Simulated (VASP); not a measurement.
# C (P-1) in VASP: further runs

The runs below take C through single point, with r2SCAN.

Everything below comes from runs of VASP 6.6.1. Logs are shortened: lines on timing, memory, paths and dates and some standing lists are left out, and cuts for length are marked.

## Step 1: The cell of the first run

The typed cell holds 2 atoms: a = 3.967 Å, b = 3.566 Å, c = 2.456 Å, α = 80.09°, β = 62.33°, γ = 37.59°.

## Step 2: Single point, r2SCAN (atom 1 (C) moved by (-0.600, -0.600) A along [1 1 0] and z)

POSCAR reads:

```
C
1.0
    0.0000000000      2.1270000000      3.3480000000
    1.2280000000      0.0000000000      3.3480000000
    1.2280000000      2.1270000000      0.0000000000
C
2
Direct
    0.1500772482      0.6707112823     -0.0162031949
    0.8333300000      0.1666700000      0.8333300000
```

INCAR.step1 reads:

```
SYSTEM = C
ALGO     = Normal         ! electronic algorithm
EDIFF    = 1E-4           ! SCF threshold, eV
ENCUT    = 520            ! plane-wave cutoff, eV
GGA      = PE             ! functional
ISMEAR   = 0              ! smearing method
LASPH    = .TRUE.         ! aspherical terms in the spheres
LCHARG   = .FALSE.        ! write CHGCAR
LREAL    = .FALSE.        ! projectors in reciprocal space
LWAVE    = .TRUE.         ! write WAVECAR
NBANDS   = 11             ! bands
NELM     = 80             ! most SCF steps
PREC     = Accurate       ! precision mode
SIGMA    = 0.05           ! smearing width, eV
```

INCAR.step2 reads:

```
SYSTEM = C
ALGO     = Normal         ! electronic algorithm
EDIFF    = 1E-6           ! SCF threshold, eV
ENCUT    = 520            ! plane-wave cutoff, eV
ISIF     = 2              ! what is computed and relaxed
ISMEAR   = 0              ! smearing method
ISTART   = 1            
LASPH    = .TRUE.         ! aspherical terms in the spheres
LCHARG   = .FALSE.        ! write CHGCAR
LMIXTAU  = .TRUE.       
LREAL    = .FALSE.        ! projectors in reciprocal space
LWAVE    = .FALSE.        ! write WAVECAR
METAGGA  = R2SCAN         ! meta-GGA
NBANDS   = 11             ! bands
NELM     = 80             ! most SCF steps
PREC     = Accurate       ! precision mode
SIGMA    = 0.05           ! smearing width, eV
```

KPOINTS reads:

```
k-points
0
G
  14 14 14
  0 0 0
```

Potentials or basis: VASP PAW PBE potentials, release 64 (C).

Started as:

```bash
> cat potpaw_PBE.64/C/POTCAR > POTCAR
> cp INCAR.step1 INCAR
> mpirun -np 1 vasp_std > vasp.out
> cp INCAR.step2 INCAR
> mpirun -np 1 vasp_std > vasp.out
```

OUTCAR:

```text
SYSTEM = C
   EDIFF = 1E-6
   ENCUT = 520
   ISIF = 2
   ISMEAR = 0
   ISTART = 1
   LASPH = .TRUE.
   LREAL = .FALSE.
   METAGGA = R2SCAN
   NELM = 80
   PREC = Accurate

 ion  position               nearest neighbor table
   1  0.150  0.671  0.984-   2 1.24   2 1.51
   2  0.833  0.167  0.833-   1 1.24   1 1.51

  LATTYP: Found a face centered orthorhombic cell.
 ALAT       =     2.4560000000
 B/A-ratio  =     1.7320846906
 C/A-ratio  =     2.7263843648

  Lattice vectors:

 A1 = (   0.0000000000,   2.1270000000,   3.3480000000)
 A2 = (   1.2280000000,   0.0000000000,   3.3480000000)
 A3 = (   1.2280000000,   2.1270000000,   0.0000000000)

Analysis of symmetry for initial positions (statically):
=====================================================================
 Subroutine PRICEL returns:
 Original cell was already a primitive cell.

 Routine SETGRP: Setting up the symmetry group for a
 face centered orthorhombic supercell.

 Subroutine GETGRP returns: Found  2 space group operations
 (whereof  1 operations were pure point group operations)
 out of a pool of  8 trial point group operations.

The static configuration has the point symmetry C_1 .
 The point group associated with its full space group is S_2 .

Analysis of symmetry for dynamics (positions and initial velocities):
=====================================================================
 Subroutine PRICEL returns:
 Original cell was already a primitive cell.

 Routine SETGRP: Setting up the symmetry group for a
 face centered orthorhombic supercell.

 Subroutine GETGRP returns: Found  2 space group operations
 (whereof  1 operations were pure point group operations)
 out of a pool of  8 trial point group operations.

The dynamic configuration has the point symmetry C_1 .
 The point group associated with its full space group is S_2 .

 Subroutine INISYM returns: Found  2 space group operations
 (whereof  1 operations are pure point group operations),
 and found     1 'primitive' translations

----------------------------------------------------------------------------------------

                                     Primitive cell

  volume of cell :      17.4897

  direct lattice vectors                    reciprocal lattice vectors
     0.000000000  2.127000000  3.348000000    -0.407166124  0.235072873  0.149342891
     1.228000000  0.000000000  3.348000000     0.407166124 -0.235072873  0.149342891
     1.228000000  2.127000000  0.000000000     0.407166124  0.235072873 -0.149342891

  length of vectors
     3.966513961  3.566102635  2.456036034     0.493301943  0.493301943  0.493301943

  position of ions in fractional coordinates (direct lattice)
     0.150077248  0.670711282  0.983796805
     0.833330000  0.166670000  0.833330000

  ion indices of the primitive-cell ions
   primitive index   ion index
                 1           1
                 2           2

----------------------------------------------------------------------------------------

 KPOINTS: k-points

Automatic generation of k-mesh.
 Grid dimensions read from file:
 generate k-points for:   14   14   14

 Generating k-lattice:

  Cartesian coordinates                     Fractional coordinates (reciprocal lattice)
    -0.029083295  0.016790919  0.010667349     0.071428571  0.000000000  0.000000000
     0.029083295 -0.016790919  0.010667349     0.000000000  0.071428571  0.000000000
     0.029083295  0.016790919 -0.010667349     0.000000000  0.000000000  0.071428571

  Length of vectors
     0.035235853  0.035235853  0.035235853

  Shift w.r.t. Gamma in fractional coordinates (k-lattice)
     0.000000000  0.000000000  0.000000000

 Subroutine IBZKPT returns following result:
 ===========================================

 Found   1376 irreducible k-points:

 Following reciprocal coordinates:
            Coordinates               Weight
  0.000000  0.000000  0.000000      1.000000
  0.071429  0.000000  0.000000      2.000000
 -0.071429 -0.071429 -0.071429      2.000000
  0.000000  0.000000  0.071429      2.000000
  0.000000  0.071429  0.000000      2.000000
  0.142857  0.000000  0.000000      2.000000
[... 16 lines left out ...]
 -0.428571 -0.428571 -0.428571      2.000000
  0.000000 -0.000000  0.428571      2.000000
 [... further k-points ...]
   k-points           NKPTS =   1376   k-points in BZ     NKDIM =   1376   number of bands    NBANDS=     11
   number of dos      NEDOS =    301   number of ions     NIONS =      2
   total plane-waves  NPLWV =  15120
   dimension x,y,z NGX =    30 NGY =   28 NGZ =   18
   dimension x,y,z NGXF=    60 NGYF=   56 NGZF=   36
   ions per type =               2
   NGX,Y,Z   is equivalent  to a cutoff of  12.57, 13.05, 12.18 a.u.
   NGXF,Y,Z  is equivalent  to a cutoff of  25.15, 26.11, 24.37 a.u.
 SYSTEM =  C
   PREC   = accura    normal or accurate (medium, high low for compatibility)
   ISTART =      1    job   : 0-new  1-cont  2-samecut
   ICHARG =      0    charge: 1-file 2-atom 10-const
   ISPIN  =      1    spin polarized calculation?
   LNONCOLLINEAR =      F non collinear calculations
   LSORBIT =      F    spin-orbit coupling
   LASPH  =      T    aspherical Exc in radial PAW
   ENCUT  =  520.0 eV  38.22 Ry    6.18 a.u.   7.38  6.63  4.57*2*pi/ulx,y,z
   NELM   =     80;   NELMIN=  2; NELMDL=  0     # of ELM steps
   EDIFF  = 0.1E-05   stopping-criterion for ELM
   LREAL  =      F    real-space projection
   EDIFFG = 0.1E-04   stopping-criterion for IOM
   NSW    =      0    number of steps for IOM
   IBRION =     -1    ionic relax: 0-MD 1-quasi-New 2-CG
   NFREE  =      0    steps in history (QN), initial steepest desc. (CG)
   ISIF   =      2    stress and relaxation
   ISYM   =      2    0-nonsym 1-usesym 2-fastsym
   POTIM  = 0.5000    time-step for ionic-motion
   TEBEG  =    0.0;   TEEND  =   0.0 temperature during run
   PSTRESS=    0.0 pullay stress
   NELECT =       8.0000    total number of electrons
   NUPDOWN=      -1.0000    fix difference up-down
   EMIN   =  10.00;   EMAX   =-10.00  energy-range for DOS
   EFERMI =   0.00;   METHOD = LEGACY
   ISMEAR =     0;   SIGMA  =   0.05  broadening in eV -4-tet -1-fermi 0-gaus
   EFERMI_NEDOS =   21; number of points for ismear=-14 and -15
   IALGO  =     38    algorithm
   IMIX   =      4    mixing-type and parameters
     AMIX     =   0.40;   BMIX     =  1.00
     AMIX_MAG =   1.60;   BMIX_MAG =  1.00
  volume/ion in A,a.u.               =       8.74        59.01
  Fermi-wavevector in a.u.,A,eV,Ry     =   1.261376  2.383654 21.647797  1.591068
  Thomas-Fermi vector in A             =   2.394838
   LORBIT       =      0    0 simple, 1 ext, 2 COOP (PROOUT), +10 PAW based schemes
   METAGGA = R2SCAN    functional components
   LHFCALC =     F    Hartree Fock is set to
   AEXX    =    0.0000 exact exchange contribution
   IVDW    =     0    specifies the selected vdW correction
   LEPSILON=     F    determine dielectric tensor
   LRPA    =     F    only Hartree local field effects (RPA)
 non-spin polarized calculation
 Gauss-broadening in eV      SIGMA  =   0.05
  energy-cutoff  :      520.00
  volume of cell :       17.49
 maximum number of plane-waves:       499
 NGX is ok and might be reduce to    30
   NGX = 15   NGY = 13   NGZ =  9

 number of electron       8.0000000 magnetization

 Free energy of the ion-electron system (eV)
  ---------------------------------------------------
  ext. energy  EPLUGINS =         0.00000000
  ---------------------------------------------------
  free energy    TOTEN  =       -14.85417132 eV

  energy without entropy =      -14.85341787  energy(sigma->0) =      -14.85379460

 E-fermi :   4.4631     XC(G=0): -11.5191

 val. band max:        4.4628763751   @ k =   0.0000  -0.0714   0.1429
 cond. band min:       4.4705419534   @ k =   0.0000  -0.4286  -0.1429
 fundamental gap:      0.0076655782
 Fermi energy:         4.4631286707

 k-point     1 :       0.0000    0.0000    0.0000
  band No.  band energies     occupation
      1     -16.0438      2.00000
      2      -1.6863      2.00000
      3      -1.0694      2.00000
      4       4.4253      1.71511
      5       6.1493      0.00000
      6      12.1851      0.00000
      7      14.6193      0.00000
      8      21.0333      0.00000
      9      23.4092      0.00000
     10      24.9367      0.00000
     11      26.7220      0.00000

 k-point     2 :       0.0714    0.0000    0.0000
  band No.  band energies     occupation
      1     -15.9145      2.00000
      2      -1.8745      2.00000
      3      -1.0468      2.00000
      4       4.4799      0.63538
      5       6.0861      0.00000
      6      11.4731      0.00000
      7      14.9787      0.00000
      8      20.3665      0.00000
      9      23.9979      0.00000
     10      25.1907      0.00000
     11      27.4096      0.00000

 k-point     3 :      -0.0714   -0.0714   -0.0714
  band No.  band energies     occupation
      1     -15.9095      2.00000
      2      -1.6528      2.00000
      3      -1.1373      2.00000
      4       4.5614      0.00546
      5       5.5016      0.00000
      6      12.0541      0.00000
      7      14.7349      0.00000
      8      20.9292      0.00000
      9      23.3187      0.00000
     10      25.4093      0.00000
     11      27.1436      0.00000
[... 267 lines left out ...]
 k-point    23 :      -0.4286   -0.4286   -0.4286
  band No.  band energies     occupation
      1     -12.0021      2.00000
      2      -5.1113      2.00000
      3      -2.1045      2.00000
      4       0.4222      2.00000
      5       7.1917      0.00000
      6      10.5238      0.00000
      7      12.3380      0.00000
      8      19.6403      0.00000
      9      20.7659      0.00000
     10      23.6120      0.00000
     11      28.9255      0.00000

 k-point    24 :       0.0000   -0.0000    0.4286
  band No.  band energies     occupation
      1     -12.0050      2.00000
      2      -5.1142      2.00000
      3      -2.0495      2.00000
      4       0.2711      2.00000
      5       8.7370      0.00000
      6       9.9399      0.00000
      7      10.6581      0.00000
      8      20.4379      0.00000
      9      21.0442      0.00000
     10      23.3114      0.00000
     11      29.4591      0.00000

 [... further k-points ...]

------------------------ aborting loop because EDIFF is reached ----------------------------------------

  FORCE on cell =-STRESS in cart. coord.  units (eV):
  Direction    XX          YY          ZZ          XY          YZ          ZX
  --------------------------------------------------------------------------------------
  -------------------------------------------------------------------------------------
  Total        5.5234477      5.7633486     -1.1594318      0.2650202     -5.3306630      1.8363161
  in kB      505.9871977    527.9638306   -106.2122244     24.2777394   -488.3267392    168.2196496
  external PRESSURE =     309.2462680 kB  Pullay stress =       0.0000000 kB

 VOLUME and BASIS-vectors are now :
 -----------------------------------------------------------------------------
  energy-cutoff  :      520.00
  volume of cell :       17.49
      direct lattice vectors                 reciprocal lattice vectors
     0.000000000  2.127000000  3.348000000    -0.407166124  0.235072873  0.149342891
     1.228000000  0.000000000  3.348000000     0.407166124 -0.235072873  0.149342891
     1.228000000  2.127000000  0.000000000     0.407166124  0.235072873 -0.149342891

 POSITION                                       TOTAL-FORCE (eV/Angst)
 -----------------------------------------------------------------------------------
      2.03174      2.41175      2.74800        -2.876780      8.969951      1.418655
      1.22800      3.54499      3.34800         2.876780     -8.969951     -1.418655
 -----------------------------------------------------------------------------------
    total drift:                               -0.000004     -0.000003      0.000004

  FREE ENERGIE OF THE ION-ELECTRON SYSTEM (eV)
  ---------------------------------------------------
  free  energy   TOTEN  =       -14.8541713206 eV

  energy  without entropy=      -14.8534178700  energy(sigma->0) =      -14.85379460
```

Wall time 9.9 min (1 thread of Intel Xeon 6975P-C (Granite Rapids), shared host); peak memory 0.32 GiB.

What came out:

* Free energy: -14.8542 eV
* Pressure: 30.9 GPa
* Largest force: 9.526 eV/Å
* Band gap on the k mesh: zero (bands 4 and 5 overlap by 3.45 eV)

Forces in eV/Å, atoms in the order of the input:
```
C   -2.877  8.970  1.419
C    2.877 -8.970 -1.419
```

Stress tensor (GPa, compression positive):
```
 50.60   2.43  16.82
  2.43  52.80 -48.83
 16.82 -48.83 -10.62
```

Caveat: the cell differs from its parent crystal (atom 1 (C) moved by (-0.600, -0.600) A along [1 1 0] and z); the stress differs along the axes, from -11 to 53 GPa; the PAW data sets were made with another functional, which shifts forces and pressure a little.

## Step 3: Single point, r2SCAN (atom 1 (C) moved by (+0.600, -0.600) A along [1 1 0] and z)

POSCAR: that of step 2 with these lines changed.

```diff
@@ -8,3 +8,3 @@
 Direct
-    0.1500772482      0.6707112823     -0.0162031949
+    0.0040512823      0.8167372482      0.5287546645
     0.8333300000      0.1666700000      0.8333300000
```

INCAR.step1 reads:

```
SYSTEM = C
PREC = Accurate
ENCUT = 520
ISMEAR = 0
SIGMA = 0.05
LREAL = .False.
LASPH = .True.
NELM = 100
NBANDS = 11
GGA = PE
ALGO = Normal
EDIFF = 1E-4
LWAVE = .True.
LCHARG = .False.
```

INCAR.step2 reads:

```
SYSTEM = C
PREC = Accurate
ENCUT = 520
EDIFF = 1E-7
ISMEAR = 0
SIGMA = 0.05
LREAL = .False.
LASPH = .True.
NELM = 100
ALGO = Normal
ISIF = 2
LWAVE = .False.
LCHARG = .True.
METAGGA = R2SCAN
LMIXTAU = .True.
LELF = .True.
LVHAR = .True.
NBANDS = 11
ISTART = 1
```

KPOINTS reads:

```
Automatic mesh
0
Gamma
  14 14 14
  0 0 0
```

Potentials or basis: VASP PAW PBE potentials, release 64 (C).

Started as:

```bash
> cat potpaw_PBE.64/C/POTCAR > POTCAR
> cp INCAR.step1 INCAR
> mpirun -np 1 vasp_std > vasp.out
> cp INCAR.step2 INCAR
> mpirun -np 1 vasp_std > vasp.out
```

OUTCAR:

```text
SYSTEM = C
   PREC = Accurate
   ENCUT = 520
   EDIFF = 1E-7
   ISMEAR = 0
   LREAL = .False.
   LASPH = .True.
   NELM = 100
   ISIF = 2
   METAGGA = R2SCAN
   ISTART = 1

 ion  position               nearest neighbor table
   1  0.004  0.817  0.529-   2 1.04   2 1.78   2 1.98
   2  0.833  0.167  0.833-   1 1.04   1 1.78   1 1.98

  LATTYP: Found a face centered orthorhombic cell.
 ALAT       =     2.4560000000
 B/A-ratio  =     1.7320846906
 C/A-ratio  =     2.7263843648

  Lattice vectors:

 A1 = (   0.0000000000,   2.1270000000,   3.3480000000)
 A2 = (   1.2280000000,   0.0000000000,   3.3480000000)
 A3 = (   1.2280000000,   2.1270000000,   0.0000000000)

Analysis of symmetry for initial positions (statically):
=====================================================================
 Subroutine PRICEL returns:
 Original cell was already a primitive cell.

 Routine SETGRP: Setting up the symmetry group for a
 face centered orthorhombic supercell.

 Subroutine GETGRP returns: Found  2 space group operations
 (whereof  1 operations were pure point group operations)
[... 175 lines left out ...]
  band No.  band energies     occupation
      1     -16.4070      2.00000
      2      -1.9766      2.00000
      3      -1.4548      2.00000
      4       4.6604      0.00000
      5       6.0081      0.00000
      6       9.7666      0.00000
      7      12.2646      0.00000
      8      21.4635      0.00000
      9      26.2394      0.00000
     10      26.5383      0.00000
     11      28.6064      0.00000
[... 309 lines left out ...]
 k-point    24 :       0.0000   -0.0000    0.4286
  band No.  band energies     occupation
      1     -13.0961      2.00000
      2      -6.8881      2.00000
      3       0.7331      2.00000
      4       1.1498      2.00000
      5       2.7529      2.00000
      6      13.3111      0.00000
      7      16.0979      0.00000
      8      18.7465      0.00000
      9      21.4825      0.00000
     10      23.9907      0.00000
     11      27.1884      0.00000

 [... further k-points ...]

------------------------ aborting loop because EDIFF is reached ----------------------------------------

  FORCE on cell =-STRESS in cart. coord.  units (eV):
  Direction    XX          YY          ZZ          XY          YZ          ZX
  --------------------------------------------------------------------------------------
  -------------------------------------------------------------------------------------
  Total       21.2310865      7.9802803      8.2360309      6.7452608      6.7476783     19.6551983
  in kB     1944.9189130    731.0505824    754.4791604    617.9139850    618.1354488   1800.5563249
  external PRESSURE =    1143.4828853 kB  Pullay stress =       0.0000000 kB

 VOLUME and BASIS-vectors are now :
 -----------------------------------------------------------------------------
  energy-cutoff  :      520.00
  volume of cell :       17.49
      direct lattice vectors                 reciprocal lattice vectors
     0.000000000  2.127000000  3.348000000    -0.407166124  0.235072873  0.149342891
     1.228000000  0.000000000  3.348000000     0.407166124 -0.235072873  0.149342891
     1.228000000  2.127000000  0.000000000     0.407166124  0.235072873 -0.149342891

 POSITION                                       TOTAL-FORCE (eV/Angst)
 -----------------------------------------------------------------------------------
      1.65226      1.13328      2.74800       -32.833172    -10.938126    -15.281422
      1.22800      3.54499      3.34800        32.833172     10.938126     15.281422
 -----------------------------------------------------------------------------------
    total drift:                               -0.000000      0.000015      0.000025

  FREE ENERGIE OF THE ION-ELECTRON SYSTEM (eV)
  ---------------------------------------------------
  free  energy   TOTEN  =       -10.2858784499 eV

  energy  without entropy=      -10.2852479271  energy(sigma->0) =      -10.28556319
```

OSZICAR.step1:

```text
N       E                     dE             d eps       ncg     rms          rms(c)
DAV:   1     0.109077690365E+02    0.10908E+02   -0.43323E+03 31078   0.655E+02
DAV:   2    -0.114337493369E+02   -0.22342E+02   -0.21508E+02 37595   0.128E+02
DAV:   3    -0.120199449730E+02   -0.58620E+00   -0.58432E+00 36915   0.177E+01
DAV:   4    -0.120222111191E+02   -0.22661E-02   -0.22661E-02 33392   0.139E+00
DAV:   5    -0.120222234897E+02   -0.12371E-04   -0.12370E-04 37095   0.933E-02    0.101E+01
DAV:   6    -0.938702916448E+01    0.26352E+01   -0.39725E+00 31718   0.122E+01    0.475E+00
DAV:   7    -0.900196168856E+01    0.38507E+00   -0.13569E+00 34772   0.795E+00    0.194E+00
DAV:   8    -0.900301193936E+01   -0.10503E-02   -0.21300E-02 32971   0.118E+00    0.464E-01
DAV:   9    -0.900354891281E+01   -0.53697E-03   -0.10780E-03 34734   0.208E-01    0.540E-02
DAV:  10    -0.900363019218E+01   -0.81279E-04   -0.17869E-04 33443   0.901E-02
   1 F= -.90036302E+01 E0= -.90033190E+01  d E =-.622385E-03
```

Run time: 8.8 min. Hardware: 1 thread of Intel Xeon 6975P-C (Granite Rapids), shared host; peak memory 0.32 GiB.

Results:

```yaml
Free_energy: -10.2859 eV
Pressure: 114.3 GPa
Largest_force: 37.831 eV/Å
Band_gap_on_the_k_mesh: zero (bands 4 and 5 overlap by 2.69 eV)
```

Forces on the atoms (eV/Å):
```
C   -32.833 -10.938 -15.281
C    32.833  10.938  15.281
```

Caveat: the cell differs from its parent crystal (atom 1 (C) moved by (+0.600, -0.600) A along [1 1 0] and z); atoms lie so close that the PAW spheres overlap strongly, which falsifies energies and pressures; the stress differs along the axes, from 73 to 194 GPa; the PAW data sets were made with another functional, which shifts forces and pressure a little.

[end of part 1 of 2]
